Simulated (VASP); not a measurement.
# LiSi16 (a cell with a defect) in VASP: single point with PBE

Aim: the single point of LiSi16 (a cell with a defect) with PBE.

Program: VASP 6.6.1. These are calculated values, not measurements. Logs are shortened: lines on timing, memory, paths and dates and some standing lists are left out, and cuts for length are marked.

## 1. The cell of the first run

The cell holds a defect, 17 atoms: a = 7.679 Å, b = 7.679 Å, c = 7.679 Å, α = 60.00°, β = 60.00°, γ = 60.00°.

## 2. Single point, PBE

INCAR reads:

```
SYSTEM = LiSi16
PREC = Accurate
ENCUT = 520
EDIFF = 1E-6
ISMEAR = -1
SIGMA = 0.05
LREAL = Auto
LASPH = .True.
NELM = 100
ALGO = Normal
ISIF = 2
LWAVE = .False.
LCHARG = .False.
GGA = PE
NELECT = 66.0
NBANDS = 48
```

KPOINTS reads:

```
Automatic mesh
0
Gamma
  2 2 2
  0 0 0
```

POSCAR reads:

```
LiSi16
1.0
    0.0000000000      5.4300000000      5.4300000000
    5.4300000000      0.0000000000      5.4300000000
    5.4300000000      5.4300000000      0.0000000000
Si Li
16 1
Direct
    0.0087322284     -0.0282640884      0.0097200737
    0.1183563536      0.1211856354      0.1193869245
   -0.0164167587      0.0037607735      0.5062839779
    0.1183508287      0.1211922652      0.6409802947
   -0.0016108656      0.4954123389     -0.0007007366
    0.1325265193      0.6004952118      0.1334476980
   -0.0016120626      0.4954159300      0.5068164825
    0.1178574586      0.6295219153      0.6262707182
    0.5052609576      0.0037904236     -0.0153675875
    0.6399953039      0.1212444751      0.1193325046
    0.5052545120      0.0037939227      0.5062219153
    0.6148317680      0.1532428177      0.6159122468
    0.5058951197      0.4954474217     -0.0007120626
    0.6253620626      0.6295688766      0.1187373849
    0.4912210866      0.5244796501      0.4921100368
    0.6253596685      0.6295747698      0.6262504604
    0.3118036832      1.0623351750      0.3128795580
```

Potentials or basis: VASP PAW PBE potentials, release 64 (Si, Li_sv).

Run with:

```
cat potpaw_PBE.64/Si/POTCAR potpaw_PBE.64/Li_sv/POTCAR > POTCAR
mpirun -np 1 vasp_std > vasp.out
```

OUTCAR:

```text
SYSTEM = LiSi16
   PREC = Accurate
   ENCUT = 520
   EDIFF = 1E-6
   ISMEAR = -1
   LREAL = Auto
   LASPH = .True.
   NELM = 100
   ISIF = 2
   GGA = PE
   NELECT = 66.0

 ion  position               nearest neighbor table
   1  0.009  0.972  0.010-   4 2.32   2 2.32  10 2.32   6 2.33
   2  0.118  0.121  0.119-   1 2.32  17 2.34   5 2.35   3 2.43   9 2.43
   3  0.984  0.004  0.506-  12 2.32  17 2.34   8 2.35   4 2.43   2 2.43
   4  0.118  0.121  0.641-   1 2.32  17 2.34   7 2.35   3 2.43  11 2.43
   5  0.998  0.495  0.999-  14 2.34   8 2.34   6 2.34   2 2.35
   6  0.133  0.600  0.133-   1 2.33   5 2.34   7 2.34  13 2.34
   7  0.998  0.495  0.507-   8 2.34  16 2.34   6 2.34   4 2.35
   8  0.118  0.630  0.626-   5 2.34   7 2.34  15 2.34   3 2.35
   9  0.505  0.004  0.985-  12 2.32  17 2.34  14 2.35  10 2.43   2 2.43
  10  0.640  0.121  0.119-   1 2.32  17 2.34  13 2.35   9 2.43  11 2.43
  11  0.505  0.004  0.506-  12 2.32  17 2.34  16 2.35  10 2.43   4 2.43
  12  0.615  0.153  0.616-  11 2.32   9 2.32   3 2.32  15 2.33
  13  0.506  0.495  0.999-  16 2.34  14 2.34   6 2.34  10 2.35
  14  0.625  0.630  0.119-   5 2.34  13 2.34  15 2.34   9 2.35
  15  0.491  0.524  0.492-  12 2.33   8 2.34  14 2.34  16 2.34
  16  0.625  0.630  0.626-   7 2.34  13 2.34  15 2.34  11 2.35
  17  0.312  0.062  0.313-   3 2.34   2 2.34   9 2.34  11 2.34   4 2.34  10 2.34

  LATTYP: Found a face centered cubic cell.
 ALAT       =    10.8600000000

  Lattice vectors:

 A1 = (   0.0000000000,   5.4300000000,   5.4300000000)
 A2 = (   5.4300000000,   0.0000000000,   5.4300000000)
 A3 = (   5.4300000000,   5.4300000000,   0.0000000000)

Analysis of symmetry for initial positions (statically):
=====================================================================
 Subroutine PRICEL returns:
 Original cell was already a primitive cell.

 Routine SETGRP: Setting up the symmetry group for a
 face centered cubic supercell.

 Subroutine GETGRP returns: Found  1 space group operations
 (whereof  1 operations were pure point group operations)
 out of a pool of 48 trial point group operations.

The static configuration has the point symmetry C_1 .

Analysis of symmetry for dynamics (positions and initial velocities):
=====================================================================
 Subroutine PRICEL returns:
 Original cell was already a primitive cell.

 Routine SETGRP: Setting up the symmetry group for a
 face centered cubic supercell.

 Subroutine GETGRP returns: Found  1 space group operations
 (whereof  1 operations were pure point group operations)
 out of a pool of 48 trial point group operations.

The dynamic configuration has the point symmetry C_1 .

 Subroutine INISYM returns: Found  1 space group operations
 (whereof  1 operations are pure point group operations),
 and found     1 'primitive' translations

----------------------------------------------------------------------------------------

                                     Primitive cell

  volume of cell :     320.2060

  direct lattice vectors                    reciprocal lattice vectors
     0.000000000  5.430000000  5.430000000    -0.092081031  0.092081031  0.092081031
     5.430000000  0.000000000  5.430000000     0.092081031 -0.092081031  0.092081031
     5.430000000  5.430000000  0.000000000     0.092081031  0.092081031 -0.092081031

  length of vectors
     7.679179644  7.679179644  7.679179644     0.159489025  0.159489025  0.159489025

  position of ions in fractional coordinates (direct lattice)
     0.008732228  0.971735912  0.009720074
     0.118356354  0.121185635  0.119386924
     0.983583241  0.003760773  0.506283978
     0.118350829  0.121192265  0.640980295
     0.998389134  0.495412339  0.999299263
     0.132526519  0.600495212  0.133447698
[... 9 lines left out ...]
     0.625359669  0.629574770  0.626250460
     0.311803683  0.062335175  0.312879558

  ion indices of the primitive-cell ions
   primitive index   ion index
                 1           1
                 2           2
                 3           3
                 4           4
                 5           5
                 6           6
[... 9 lines left out ...]
                16          16
                17          17

----------------------------------------------------------------------------------------

 KPOINTS: Automatic mesh

Automatic generation of k-mesh.
 Grid dimensions read from file:
 generate k-points for:    2    2    2

 Generating k-lattice:

  Cartesian coordinates                     Fractional coordinates (reciprocal lattice)
    -0.046040516  0.046040516  0.046040516     0.500000000  0.000000000  0.000000000
     0.046040516 -0.046040516  0.046040516     0.000000000  0.500000000  0.000000000
     0.046040516  0.046040516 -0.046040516     0.000000000  0.000000000  0.500000000

  Length of vectors
     0.079744512  0.079744512  0.079744512

  Shift w.r.t. Gamma in fractional coordinates (k-lattice)
     0.000000000  0.000000000  0.000000000

 Subroutine IBZKPT returns following result:
 ===========================================

 Found      8 irreducible k-points:

 Following reciprocal coordinates:
            Coordinates               Weight
  0.000000  0.000000  0.000000      1.000000
  0.500000  0.000000  0.000000      1.000000
  0.000000  0.500000  0.000000      1.000000
  0.000000  0.000000  0.500000      1.000000
  0.500000  0.500000  0.500000      1.000000
  0.500000  0.500000  0.000000      1.000000
  0.000000  0.500000  0.500000      1.000000
  0.500000  0.000000  0.500000      1.000000
   k-points           NKPTS =      8   k-points in BZ     NKDIM =      8   number of bands    NBANDS=     48
   number of dos      NEDOS =    301   number of ions     NIONS =     17
   total plane-waves  NPLWV = 216000
   dimension x,y,z NGX =    60 NGY =   60 NGZ =   60
   dimension x,y,z NGXF=   120 NGYF=  120 NGZF=  120
   ions per type =              16   1
   NGX,Y,Z   is equivalent  to a cutoff of  12.99, 12.99, 12.99 a.u.
   NGXF,Y,Z  is equivalent  to a cutoff of  25.98, 25.98, 25.98 a.u.
 SYSTEM =  LiSi16
   PREC   = accura    normal or accurate (medium, high low for compatibility)
   ISTART =      0    job   : 0-new  1-cont  2-samecut
   ICHARG =      2    charge: 1-file 2-atom 10-const
   ISPIN  =      1    spin polarized calculation?
   LNONCOLLINEAR =      F non collinear calculations
   LSORBIT =      F    spin-orbit coupling
   LASPH  =      T    aspherical Exc in radial PAW
   ENCUT  =  520.0 eV  38.22 Ry    6.18 a.u.  14.28 14.28 14.28*2*pi/ulx,y,z
   NELM   =    100;   NELMIN=  2; NELMDL= -5     # of ELM steps
   EDIFF  = 0.1E-05   stopping-criterion for ELM
   LREAL  =      T    real-space projection
   EDIFFG = 0.1E-04   stopping-criterion for IOM
   NSW    =      0    number of steps for IOM
   IBRION =     -1    ionic relax: 0-MD 1-quasi-New 2-CG
   NFREE  =      0    steps in history (QN), initial steepest desc. (CG)
   ISIF   =      2    stress and relaxation
   ISYM   =      2    0-nonsym 1-usesym 2-fastsym
   POTIM  = 0.5000    time-step for ionic-motion
   TEBEG  =    0.0;   TEEND  =   0.0 temperature during run
   PSTRESS=    0.0 pullay stress
   NELECT =      66.0000    total number of electrons
   NUPDOWN=      -1.0000    fix difference up-down
   EMIN   =  10.00;   EMAX   =-10.00  energy-range for DOS
   EFERMI =   0.00;   METHOD = LEGACY
   ISMEAR =    -1;   SIGMA  =   0.05  broadening in eV -4-tet -1-fermi 0-gaus
   EFERMI_NEDOS =   21; number of points for ismear=-14 and -15
   IALGO  =     38    algorithm
   IMIX   =      4    mixing-type and parameters
     AMIX     =   0.40;   BMIX     =  1.00
     AMIX_MAG =   1.60;   BMIX_MAG =  1.00
  volume/ion in A,a.u.               =      18.84       127.11
  Fermi-wavevector in a.u.,A,eV,Ry     =   0.967044  1.827449 12.723821  0.935174
  Thomas-Fermi vector in A             =   2.096897
   LORBIT       =      0    0 simple, 1 ext, 2 COOP (PROOUT), +10 PAW based schemes
   GGA     = PE    functional components
   LHFCALC =     F    Hartree Fock is set to
   AEXX    =    0.0000 exact exchange contribution
   IVDW    =     0    specifies the selected vdW correction
   LEPSILON=     F    determine dielectric tensor
   LRPA    =     F    only Hartree local field effects (RPA)
 non-spin polarized calculation
  energy-cutoff  :      520.00
  volume of cell :      320.21
 maximum number of plane-waves:      8646
 NGX is ok and might be reduce to    60
   NGX = 29   NGY = 29   NGZ = 29

 number of electron      66.0000001 magnetization

 Free energy of the ion-electron system (eV)
  ---------------------------------------------------
  ext. energy  EPLUGINS =         0.00000000
  ---------------------------------------------------
  free energy    TOTEN  =       -92.92185319 eV

  energy without entropy =      -92.91270364  energy(sigma->0) =      -92.91727841

 E-fermi :   6.2101     XC(G=0):  -9.4408

 val. band max:        6.0507727282   @ k =   0.0000   0.0000   0.0000
 cond. band min:       6.3227991221   @ k =   0.0000   0.0000   0.0000
 fundamental gap:      0.2720263940
 Fermi energy:         6.2101453588

 k-point     1 :       0.0000    0.0000    0.0000
  band No.  band energies     occupation
      1     -40.2172      2.00000
      2      -5.9081      2.00000
      3      -3.6705      2.00000
      4      -3.6076      2.00000
      5      -3.6075      2.00000
      6      -3.5612      2.00000
[... 37 lines left out ...]
     44       8.2815      0.00000
     45       8.2817      0.00000

 k-point     2 :       0.5000    0.0000    0.0000
  band No.  band energies     occupation
      1     -40.2172      2.00000
      2      -5.1582      2.00000
      3      -5.0863      2.00000
      4      -3.3112      2.00000
      5      -3.2975      2.00000
      6      -3.2647      2.00000
[... 280 lines left out ...]
 k-point     8 :       0.5000    0.0000    0.5000
  band No.  band energies     occupation
      1     -40.2172      2.00000
      2      -4.8864      2.00000
      3      -4.7963      2.00000
      4      -3.9387      2.00000
      5      -3.9037      2.00000
      6      -3.8917      2.00000
[... 37 lines left out ...]
     44      10.2796      0.00000
     45      10.3433      0.00000
 [bands above 45 left out]

------------------------ aborting loop because EDIFF is reached ----------------------------------------

  FORCE on cell =-STRESS in cart. coord.  units (eV):
  Direction    XX          YY          ZZ          XY          YZ          ZX
  --------------------------------------------------------------------------------------
  -------------------------------------------------------------------------------------
  Total       -0.1181079     -0.1175450     -0.1187805      0.9616966      0.9580268     -0.9568797
  in kB       -0.5909624     -0.5881463     -0.5943283      4.8119285      4.7935665     -4.7878271
  external PRESSURE =      -0.5911457 kB  Pullay stress =       0.0000000 kB

 VOLUME and BASIS-vectors are now :
 -----------------------------------------------------------------------------
  energy-cutoff  :      520.00
  volume of cell :      320.21
      direct lattice vectors                 reciprocal lattice vectors
     0.000000000  5.430000000  5.430000000    -0.092081031  0.092081031  0.092081031
     5.430000000  0.000000000  5.430000000     0.092081031 -0.092081031  0.092081031
     5.430000000  5.430000000  0.000000000     0.092081031  0.092081031 -0.092081031

 POSITION                                       TOTAL-FORCE (eV/Angst)
 -----------------------------------------------------------------------------------
      5.32931      0.10020      5.32394         0.017537     -0.018376      0.017288
      1.30631      1.29095      1.30071        -0.011123     -0.037838     -0.009992
      2.76954      8.08998      5.36128         0.010666     -0.011010     -0.036953
      4.13860      4.12317      1.30072         0.037224      0.011080     -0.010221
      8.11628     10.84745      8.11134        -0.016001      0.032934     -0.016629
      3.98531      1.44424      3.98031        -0.012177      0.012362     -0.010564
[... 9 lines left out ...]
      6.81913      6.79624      6.81429         0.014702     -0.035205      0.013940
      2.03742      3.39203      2.03157        -0.001250      0.002155     -0.002592
 -----------------------------------------------------------------------------------
    total drift:                               -0.004164      0.005697      0.003093

  FREE ENERGIE OF THE ION-ELECTRON SYSTEM (eV)
  ---------------------------------------------------
  free  energy   TOTEN  =       -92.9218531850 eV

  energy  without entropy=      -92.9127036374  energy(sigma->0) =      -92.91727841
```

Run time: 2.5 min. Hardware: 1 thread of AMD EPYC 9R45 (Zen 5), shared host; peak memory 0.44 GiB.

Results:

```
Free energy   : -92.9219 eV
Largest force : 0.042 eV/Å
```

Forces in eV/Å, atoms in the order of the input:
```
Si   0.018 -0.018  0.017
Si  -0.011 -0.038 -0.010
Si   0.011 -0.011 -0.037
Si   0.037  0.011 -0.010
Si  -0.016  0.033 -0.017
Si  -0.012  0.012 -0.011
Si  -0.033  0.016 -0.017
Si   0.016 -0.017  0.035
Si  -0.037 -0.011  0.011
Si  -0.011  0.012  0.035
Si   0.011  0.037  0.011
Si  -0.019  0.019 -0.016
Si  -0.015  0.015 -0.032
Si   0.035 -0.015  0.014
Si   0.012 -0.011  0.015
Si   0.015 -0.035  0.014
Li  -0.001  0.002 -0.003
```

Caveat: the k points lie up to 0.50 Å⁻¹ apart; the cell carries a net charge on a neutralising background, which shifts energy and pressure; the cell is charged against a uniform background, so pressure and absolute levels hang on convention; the cutoff is under 1.25 times the usual one of these potentials, so pressure, stress and relaxed cells hold a basis-set (Pulay) error.
